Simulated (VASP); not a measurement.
# Te2Mo (Pm) in VASP: notebook

Aim: see how the results for Te2Mo move with the level of theory and the settings. Levels: revPBE, RPBE, revPBE+D3(BJ). Tasks: single point.

Program: VASP 6.6.1. These are calculated values, not measurements. Logs are shortened: lines on timing, memory, paths and dates and some standing lists are left out, and cuts for length are marked.

### 1 The cell of the first run

Symmetry: Pm, No. 6, monoclinic system. Conventional cell: a = 6.346 Å, b = 3.494 Å, c = 14.866 Å, α = 90.00°, β = 92.12°, γ = 90.00°. Te (site symmetry m) has 3 Mo at 2.82 to 2.84 Å and 8 Te at 3.49 to 3.71 Å within 3.8 Å. Te (site symmetry m) has 3 Mo at 2.82 to 2.84 Å and 8 Te at 3.49 to 3.71 Å within 3.8 Å. Within 3.8 Å of Te (site symmetry m) lie 3 Mo at 2.70 to 2.71 Å and 6 Te at 3.49 to 3.71 Å. Within 3.8 Å of Te (site symmetry m) lie 3 Mo at 2.70 to 2.71 Å and 6 Te at 3.49 to 3.71 Å. Te (site symmetry m) has 3 Mo at 2.70 to 2.71 Å and 6 Te at 3.49 to 3.71 Å within 3.8 Å. Within 3.8 Å of Te (site symmetry m) lie 3 Mo at 2.70 to 2.71 Å and 6 Te at 3.49 to 3.71 Å. Within 3.8 Å of Te (site symmetry m) lie 3 Mo at 2.82 to 2.84 Å and 8 Te at 3.49 to 3.71 Å. Te (site symmetry m) has 3 Mo at 2.82 to 2.84 Å and 8 Te at 3.49 to 3.71 Å within 3.8 Å.

### 2 Single point, revPBE

Contents of INCAR:

```
SYSTEM = Te2Mo
ALGO = Normal
EDIFF = 1E-6
ENCUT = 520
GGA = RE
ISIF = 2
ISMEAR = -1
LASPH = .TRUE.
LCHARG = .TRUE.
LELF = .TRUE.
LREAL = .FALSE.
LVHAR = .TRUE.
LWAVE = .FALSE.
NBANDS = 64
NELM = 80
PREC = Accurate
SIGMA = 0.05
```

Contents of KPOINTS:

```
k-points
0
G
  4 8 2
  0 0 0
```

Contents of POSCAR:

```
Te2Mo
1.0
    6.3464495577      0.0000000000      0.0000000000
    0.0000000000      3.4942155400      0.0000000000
   -0.5490254083      0.0000000000     14.8561586148
Te Mo
8 4
Direct
    0.0630865700      0.5000000000      0.4013918100
    0.9362609700      0.0000000000      0.5989235800
    0.5672046900      0.0000000000      0.3620628100
    0.4325395100      0.5000000000      0.6382740100
    0.0910474500      0.0000000000      0.1379227500
    0.9094538900      0.5000000000      0.8617520200
    0.5810927600      0.5000000000      0.0985498300
    0.4193469800      0.0000000000      0.9011539900
    0.3196862200      0.0000000000      0.5068268200
    0.6797845000      0.5000000000      0.4935200200
    0.1814915000      0.5000000000      0.0065316300
    0.8190039500      0.0000000000      0.9930897200
```

Potentials or basis: VASP PAW PBE potentials, release 64 (Te, Mo_sv).

The run is started by

```bash
cat potpaw_PBE.64/Te/POTCAR potpaw_PBE.64/Mo_sv/POTCAR > POTCAR
mpirun -np 1 vasp_std > vasp.out
```

OUTCAR:

```text
SYSTEM = Te2Mo
   EDIFF = 1E-6
   ENCUT = 520
   GGA = RE
   ISIF = 2
   ISMEAR = -1
   LASPH = .TRUE.
   LREAL = .FALSE.
   NELM = 80
   PREC = Accurate

 ion  position               nearest neighbor table
   1  0.063  0.500  0.401-   9 2.82   9 2.82  10 2.84   2 3.54   2 3.54   3 3.63   3 3.63
   2  0.936  0.000  0.599-  10 2.82  10 2.82   9 2.84   1 3.54   1 3.54   4 3.63   4 3.63
   3  0.567  0.000  0.362-  10 2.70  10 2.70   9 2.71   1 3.63   1 3.63
   4  0.433  0.500  0.638-   9 2.70   9 2.70  10 2.71   2 3.63   2 3.63
   5  0.091  0.000  0.138-  11 2.70  11 2.70  12 2.71   7 3.63   7 3.63
   6  0.909  0.500  0.862-  12 2.70  12 2.70  11 2.71   8 3.63   8 3.63
   7  0.581  0.500  0.099-  12 2.82  12 2.82  11 2.84   8 3.53   8 3.53   5 3.63   5 3.63
   8  0.419  0.000  0.901-  11 2.82  11 2.82  12 2.84   7 3.53   7 3.53   6 3.63   6 3.63
   9  0.320  0.000  0.507-   4 2.70   4 2.70   3 2.71   1 2.82   1 2.82   2 2.84  10 2.89  10 2.89

  10  0.680  0.500  0.494-   3 2.70   3 2.70   4 2.71   2 2.82   2 2.82   1 2.84   9 2.89   9 2.89

  11  0.181  0.500  0.007-   5 2.70   5 2.70   6 2.71   8 2.82   8 2.82   7 2.84  12 2.89  12 2.89

  12  0.819  0.000  0.993-   6 2.70   6 2.70   5 2.71   7 2.82   7 2.82   8 2.84  11 2.89  11 2.89

  LATTYP: Found a simple monoclinic cell.
 ALAT       =     6.3464495577
 B/A-ratio  =     0.5505780056
 C/A-ratio  =     2.3424593439
 COS(beta)  =    -0.0369308709

  Lattice vectors:

 A1 = (   6.3464495577,   0.0000000000,   0.0000000000)
 A2 = (   0.0000000000,   3.4942155400,   0.0000000000)
 A3 = (  -0.5490254083,   0.0000000000,  14.8561586148)

Analysis of symmetry for initial positions (statically):
=====================================================================
 Subroutine PRICEL returns:
 Original cell was already a primitive cell.

 Routine SETGRP: Setting up the symmetry group for a
 simple monoclinic supercell.

 Subroutine GETGRP returns: Found  2 space group operations
 (whereof  2 operations were pure point group operations)
 out of a pool of  4 trial point group operations.

The static configuration has the point symmetry C_1h.

Analysis of symmetry for dynamics (positions and initial velocities):
=====================================================================
 Subroutine PRICEL returns:
 Original cell was already a primitive cell.

 Routine SETGRP: Setting up the symmetry group for a
 simple monoclinic supercell.

 Subroutine GETGRP returns: Found  2 space group operations
 (whereof  2 operations were pure point group operations)
 out of a pool of  4 trial point group operations.

The dynamic configuration has the point symmetry C_1h.

 Subroutine INISYM returns: Found  2 space group operations
 (whereof  2 operations are pure point group operations),
 and found     1 'primitive' translations

----------------------------------------------------------------------------------------

                                     Primitive cell

  volume of cell :     329.4481

  direct lattice vectors                    reciprocal lattice vectors
     6.346449558  0.000000000  0.000000000     0.157568415  0.000000000  0.005823111
     0.000000000  3.494215540  0.000000000     0.000000000  0.286187268  0.000000000
    -0.549025408  0.000000000 14.856158615     0.000000000  0.000000000  0.067312152

  length of vectors
     6.346449558  3.494215540 14.866300067     0.157675978  0.286187268  0.067312152

  position of ions in fractional coordinates (direct lattice)
     0.063086570  0.500000000  0.401391810
     0.936260970  0.000000000  0.598923580
     0.567204690  0.000000000  0.362062810
     0.432539510  0.500000000  0.638274010
     0.091047450  0.000000000  0.137922750
     0.909453890  0.500000000  0.861752020
     0.581092760  0.500000000  0.098549830
     0.419346980  0.000000000  0.901153990
     0.319686220  0.000000000  0.506826820
     0.679784500  0.500000000  0.493520020
     0.181491500  0.500000000  0.006531630
     0.819003950  0.000000000  0.993089720

  ion indices of the primitive-cell ions
   primitive index   ion index
                 1           1
                 2           2
                 3           3
                 4           4
                 5           5
                 6           6
                 7           7
                 8           8
                 9           9
                10          10
                11          11
                12          12

----------------------------------------------------------------------------------------

 KPOINTS: k-points

Automatic generation of k-mesh.
 Grid dimensions read from file:
 generate k-points for:    4    8    2

 Generating k-lattice:

  Cartesian coordinates                     Fractional coordinates (reciprocal lattice)
     0.039392104  0.000000000  0.001455778     0.250000000  0.000000000  0.000000000
     0.000000000  0.035773409  0.000000000     0.000000000  0.125000000  0.000000000
     0.000000000  0.000000000  0.033656076     0.000000000  0.000000000  0.500000000

  Length of vectors
     0.039418995  0.035773409  0.033656076

  Shift w.r.t. Gamma in fractional coordinates (k-lattice)
     0.000000000  0.000000000  0.000000000

 Subroutine IBZKPT returns following result:
 ===========================================

 Found     30 irreducible k-points:

 Following reciprocal coordinates:
            Coordinates               Weight
  0.000000  0.000000  0.000000      1.000000
  0.250000  0.000000  0.000000      2.000000
  0.500000  0.000000  0.000000      1.000000
  0.000000  0.125000  0.000000      2.000000
  0.250000  0.125000  0.000000      4.000000
  0.500000  0.125000  0.000000      2.000000
[... 16 lines left out ...]
  0.250000  0.250000  0.500000      4.000000
  0.500000  0.250000  0.500000      2.000000
 [... further k-points ...]
   k-points           NKPTS =     30   k-points in BZ     NKDIM =     30   number of bands    NBANDS=     64
   number of dos      NEDOS =    301   number of ions     NIONS =     12
   total plane-waves  NPLWV = 150528
   dimension x,y,z NGX =    48 NGY =   28 NGZ =  112
   dimension x,y,z NGXF=    96 NGYF=   56 NGZF=  224
   ions per type =               8   4
   NGX,Y,Z   is equivalent  to a cutoff of  12.57, 13.32, 12.52 a.u.
   NGXF,Y,Z  is equivalent  to a cutoff of  25.15, 26.64, 25.05 a.u.
 SYSTEM =  Te2Mo
   PREC   = accura    normal or accurate (medium, high low for compatibility)
   ISTART =      0    job   : 0-new  1-cont  2-samecut
   ICHARG =      2    charge: 1-file 2-atom 10-const
   ISPIN  =      1    spin polarized calculation?
   LNONCOLLINEAR =      F non collinear calculations
   LSORBIT =      F    spin-orbit coupling
   LASPH  =      T    aspherical Exc in radial PAW
   ENCUT  =  520.0 eV  38.22 Ry    6.18 a.u.  11.80  6.50 27.64*2*pi/ulx,y,z
   NELM   =     80;   NELMIN=  2; NELMDL= -5     # of ELM steps
   EDIFF  = 0.1E-05   stopping-criterion for ELM
   LREAL  =      F    real-space projection
   EDIFFG = 0.1E-04   stopping-criterion for IOM
   NSW    =      0    number of steps for IOM
   IBRION =     -1    ionic relax: 0-MD 1-quasi-New 2-CG
   NFREE  =      0    steps in history (QN), initial steepest desc. (CG)
   ISIF   =      2    stress and relaxation
   ISYM   =      2    0-nonsym 1-usesym 2-fastsym
   POTIM  = 0.5000    time-step for ionic-motion
   TEBEG  =    0.0;   TEEND  =   0.0 temperature during run
   PSTRESS=    0.0 pullay stress
   NELECT =     104.0000    total number of electrons
   NUPDOWN=      -1.0000    fix difference up-down
   EMIN   =  10.00;   EMAX   =-10.00  energy-range for DOS
   EFERMI =   0.00;   METHOD = LEGACY
   ISMEAR =    -1;   SIGMA  =   0.05  broadening in eV -4-tet -1-fermi 0-gaus
   EFERMI_NEDOS =   21; number of points for ismear=-14 and -15
   IALGO  =     38    algorithm
   IMIX   =      4    mixing-type and parameters
     AMIX     =   0.40;   BMIX     =  1.00
     AMIX_MAG =   1.60;   BMIX_MAG =  1.00
  volume/ion in A,a.u.               =      27.45       185.27
  Fermi-wavevector in a.u.,A,eV,Ry     =   1.114697  2.106472 16.905918  1.242550
  Thomas-Fermi vector in A             =   2.251295
   LORBIT       =      0    0 simple, 1 ext, 2 COOP (PROOUT), +10 PAW based schemes
   GGA     = RE    functional components
   LHFCALC =     F    Hartree Fock is set to
   AEXX    =    0.0000 exact exchange contribution
   IVDW    =     0    specifies the selected vdW correction
   LEPSILON=     F    determine dielectric tensor
   LRPA    =     F    only Hartree local field effects (RPA)
 non-spin polarized calculation
  energy-cutoff  :      520.00
  volume of cell :      329.45
 maximum number of plane-waves:      8931
 NGX is ok and might be reduce to    48
   NGX = 23   NGY = 13   NGZ = 55

 number of electron     103.9999995 magnetization

 Free energy of the ion-electron system (eV)
  ---------------------------------------------------
  ext. energy  EPLUGINS =         0.00000000
  ---------------------------------------------------
  free energy    TOTEN  =       -67.62558805 eV

  energy without entropy =      -67.60003405  energy(sigma->0) =      -67.61281105

 E-fermi :   7.2082     XC(G=0):  -9.7642

 val. band max:        7.2024665209   @ k =   0.0000   0.1250   0.5000
 cond. band min:       7.2325646714   @ k =   0.0000   0.2500   0.0000
 fundamental gap:      0.0300981506
 Fermi energy:         7.2081661909

 k-point     1 :       0.0000    0.0000    0.0000
  band No.  band energies     occupation
      1     -53.8465      2.00000
      2     -53.8381      2.00000
      3     -53.7875      2.00000
      4     -53.7791      2.00000
      5     -28.0914      2.00000
      6     -28.0830      2.00000
[... 56 lines left out ...]
     63      10.3085      0.00000
     64      10.3939      0.00000

 k-point     2 :       0.2500    0.0000    0.0000
  band No.  band energies     occupation
      1     -53.8464      2.00000
      2     -53.8380      2.00000
      3     -53.7876      2.00000
      4     -53.7793      2.00000
      5     -28.0878      2.00000
      6     -28.0794      2.00000
[... 1530 lines left out ...]
     63       9.6221      0.00000
     64       9.6448      0.00000

 [... further k-points ...]

------------------------ aborting loop because EDIFF is reached ----------------------------------------

  FORCE on cell =-STRESS in cart. coord.  units (eV):
  Direction    XX          YY          ZZ          XY          YZ          ZX
  --------------------------------------------------------------------------------------
  -------------------------------------------------------------------------------------
  Total        4.3968469      2.8384494      4.9686267      0.0000000      0.0000000      0.0008133
  in kB       21.3828150     13.8039917     24.1635033      0.0000000      0.0000000      0.0039555
  external PRESSURE =      19.7834367 kB  Pullay stress =       0.0000000 kB

 VOLUME and BASIS-vectors are now :
 -----------------------------------------------------------------------------
  energy-cutoff  :      520.00
  volume of cell :      329.45
      direct lattice vectors                 reciprocal lattice vectors
     6.346449558  0.000000000  0.000000000     0.157568415  0.000000000  0.005823111
     0.000000000  3.494215540  0.000000000     0.000000000  0.286187268  0.000000000
    -0.549025408  0.000000000 14.856158615     0.000000000  0.000000000  0.067312152

 POSITION                                       TOTAL-FORCE (eV/Angst)
 -----------------------------------------------------------------------------------
      0.18000      1.74711      5.96314        -0.047740      0.000000     -0.059723
      5.61311      0.00000      8.89770         0.057038      0.000000      0.060317
      3.40095      0.00000      5.37886         0.011474      0.000000     -0.269542
      2.39466      1.74711      9.48230        -0.022135      0.000000      0.270485
      0.50210      0.00000      2.04900         0.007697      0.000000      0.277500
      5.29868      1.74711     12.80232        -0.008679      0.000000     -0.286829
      3.63377      1.74711      1.46407        -0.056215      0.000000      0.065642
      2.16661      0.00000     13.38769         0.059108      0.000000     -0.070141
      1.75061      0.00000      7.52950        -0.103103      0.000000     -0.070454
      4.04326      1.74711      7.33181         0.104538      0.000000      0.066985
      1.14824      1.74711      0.09703         0.099503      0.000000     -0.051304
      4.65254      0.00000     14.75350        -0.101486      0.000000      0.067064
 -----------------------------------------------------------------------------------
    total drift:                               -0.000043     -0.000000     -0.000003

  FREE ENERGIE OF THE ION-ELECTRON SYSTEM (eV)
  ---------------------------------------------------
  free  energy   TOTEN  =       -67.6255880468 eV

  energy  without entropy=      -67.6000340515  energy(sigma->0) =      -67.61281105
```

Wall time 15 min (1 thread of Intel Xeon Platinum 8488C (Sapphire Rapids), shared host); peak memory 0.68 GiB.

Results:

```yaml
Free_energy: -67.6256 eV
Pressure: 2.0 GPa
Largest_force: 0.287 eV/Å
Band_gap_on_the_k_mesh: zero (bands 52 and 53 overlap by 0.14 eV)
```

Forces on the atoms (eV/Å):
```
Te  -0.048  0.000 -0.060
Te   0.057  0.000  0.060
Te   0.011  0.000 -0.270
Te  -0.022  0.000  0.270
Te   0.008  0.000  0.278
Te  -0.009  0.000 -0.287
Te  -0.056  0.000  0.066
Te   0.059  0.000 -0.070
Mo  -0.103  0.000 -0.070
Mo   0.105  0.000  0.067
Mo   0.100  0.000 -0.051
Mo  -0.101  0.000  0.067
```

Levels at points of the mesh, in eV from the Fermi level:
```
           k point  band 49  band 50  band 51  band 52  band 53  band 54  band 55  band 56
(0.00, 0.00, 0.00)    -0.35    -0.16     0.03     0.12     0.60     0.76     1.02     1.05
(0.50, 0.00, 0.00)    -0.73    -0.73    -0.72    -0.70     0.12     0.13     0.98     0.98
(0.00, 0.50, 0.00)    -1.43    -1.43    -1.43    -1.43     1.11     1.11     1.16     1.16
(0.50, 0.50, 0.00)    -0.92    -0.92    -0.89    -0.89     1.04     1.05     1.06     1.06
(0.00, 0.00, 0.50)    -0.21    -0.21     0.07     0.07     0.65     0.67     1.03     1.04
(0.50, 0.00, 0.50)    -0.73    -0.72    -0.66    -0.61     0.13     0.15     0.97     0.99
(0.00, 0.50, 0.50)    -1.46    -1.46    -1.43    -1.43     1.12     1.12     1.15     1.15
(0.50, 0.50, 0.50)    -0.92    -0.92    -0.89    -0.89     1.05     1.05     1.05     1.06
```

Caveat: the PAW data sets were made with another functional, which shifts forces and pressure a little; spin-orbit coupling is left out, which moves the levels of the heavy elements; this functional lacks dispersion, which binds the layers, so the pressure and a relaxed spacing across them are unreliable.

### 3 Single point, RPBE

This run uses another cell than the first one, of 34.98 Å³/atom.

Contents of INCAR:

```
ALGO = Normal
EDIFF = 1E-6
ENCUT = 520
GGA = RP
ISIF = 2
ISMEAR = -1
LASPH = T
LCHARG = T
LELF = T
LREAL = F
LVHAR = T
LWAVE = F
NBANDS = 64
NELM = 100
PREC = Accurate
SIGMA = 0.05
```

Contents of KPOINTS:

```
k-points
0
Gamma
  4 8 2
```

Contents of POSCAR:

```
Te2Mo
1.0
    6.4283391814      0.0000000000      0.0204741663
    0.0000000000      3.4993684995      0.0000000000
   -0.5081824180      0.0000000000     18.6571430298
Te Mo
8 4
Direct
    0.0644997479      0.5000000000      0.4207461930
    0.9350502430      0.0000000000      0.5793259748
    0.5713782817      0.0000000000      0.3891888399
    0.4281696684      0.5000000000      0.6108842546
    0.0873021778      0.0000000000      0.1108079755
    0.9131477803      0.5000000000      0.8891187271
    0.5760104052      0.5000000000      0.0792550412
    0.4244409378      0.0000000000      0.9206722099
    0.3188323968      0.0000000000      0.5050178659
    0.6807166280      0.5000000000      0.4950552553
    0.1818665446      0.5000000000      0.0049429616
    0.8185841785      0.0000000000      0.9949836913
```

Potentials or basis: VASP PAW PBE potentials, release 64 (Te, Mo_sv).

The run is started by

```bash
cat potpaw_PBE.64/Te/POTCAR potpaw_PBE.64/Mo_sv/POTCAR > POTCAR
mpirun -np 1 vasp_std > vasp.out
```

Run time: 13 min. Hardware: 1 thread of Intel Xeon 6975P-C (Granite Rapids), shared host; peak memory 0.81 GiB.

It converged, with:

- Free energy: -67.1464 eV
- Pressure: 0.0 GPa
- Largest force: 0.008 eV/Å
- Band gap on the k mesh: zero (bands 52 and 53 overlap by 0.18 eV)

Forces on the atoms (eV/Å):
```
Te   0.002  0.000 -0.007
Te  -0.002  0.000  0.007
Te   0.001  0.000  0.000
Te  -0.001  0.000  0.000
Te   0.001  0.000  0.001
Te  -0.001  0.000  0.000
Te   0.001  0.000  0.007
Te  -0.001  0.000 -0.007
Mo  -0.007  0.000  0.003
Mo   0.007  0.000 -0.003
Mo   0.007  0.000  0.003
Mo  -0.008  0.000 -0.003
```

Stress tensor (GPa, compression positive):
```
-0.03  0.00  0.00
 0.00 -0.05  0.00
 0.00  0.00  0.04
```

Levels at points of the mesh, in eV from the Fermi level:
| k point | band 50 | band 51 | band 52 | band 53 | band 54 | band 55 |
| --- | --- | --- | --- | --- | --- | --- |
| (0.00, 0.00, 0.00) | -0.30 | 0.18 | 0.18 | 0.61 | 0.63 | 1.03 |
| (0.50, 0.00, 0.00) | -0.73 | -0.64 | -0.64 | 0.10 | 0.10 | 1.06 |
| (0.00, 0.50, 0.00) | -1.39 | -1.38 | -1.38 | 1.15 | 1.15 | 1.16 |
| (0.50, 0.50, 0.00) | -0.84 | -0.84 | -0.84 | 1.08 | 1.08 | 1.08 |
| (0.00, 0.00, 0.50) | -0.32 | 0.18 | 0.18 | 0.62 | 0.62 | 1.03 |
| (0.50, 0.00, 0.50) | -0.73 | -0.64 | -0.64 | 0.10 | 0.10 | 1.06 |
| (0.00, 0.50, 0.50) | -1.39 | -1.38 | -1.38 | 1.15 | 1.15 | 1.16 |
| (0.50, 0.50, 0.50) | -0.84 | -0.84 | -0.84 | 1.08 | 1.08 | 1.08 |

Caveat: the PAW data sets were made with another functional, which shifts forces and pressure a little; spin-orbit coupling is left out, which moves the levels of the heavy elements; this functional lacks dispersion, which binds the layers, so the pressure and a relaxed spacing across them are unreliable.

[end of part 1 of 2]
